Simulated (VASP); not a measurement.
A run of VASP 6.6.1 is set up as follows.

The input INCAR:

```
PREC = Accurate
ENCUT = 520
EDIFF = 1E-6
ISMEAR = 0
SIGMA = 0.1
LREAL = F
LASPH = T
NELM = 150
ALGO = Normal
ISIF = 2
LWAVE = F
LCHARG = F
ISPIN = 2
MAGMOM = 4.63 0.14
LORBIT = 11
LMAXMIX = 4
GGA = PE
NBANDS = 20
```

The input KPOINTS:

```
regular mesh
0
Gamma
  14 14 14
```

File POSCAR:

```
MnS
1.0
    0.0000000000      2.7646276640      2.7646276640
    2.7646276640      0.0000000000      2.7646276640
    2.7646276640      2.7646276640      0.0000000000
Mn S
1 1
Direct
    0.0000000000      0.0000000000      0.0000000000
    0.7500000000      0.7500000000      0.7500000000
```

Potentials or basis: VASP PAW PBE potentials, release 64 (Mn_pv, S).

Run with:

```sh
$ cat potpaw_PBE.64/Mn_pv/POTCAR potpaw_PBE.64/S/POTCAR > POTCAR
$ mpirun -np 1 vasp_std > vasp.out
```

(1) Estimate the site moments.

(2) Estimate the net moment.

(3) Estimate the pressure.

Results:

(1) Mn +4.25; S +0.08 μB.

(2) 4.80 μB per cell.

(3) 2.7 GPa.

Caveat: a cell with one magnetic atom can't hold antiferromagnetic order, which such compounds often take.
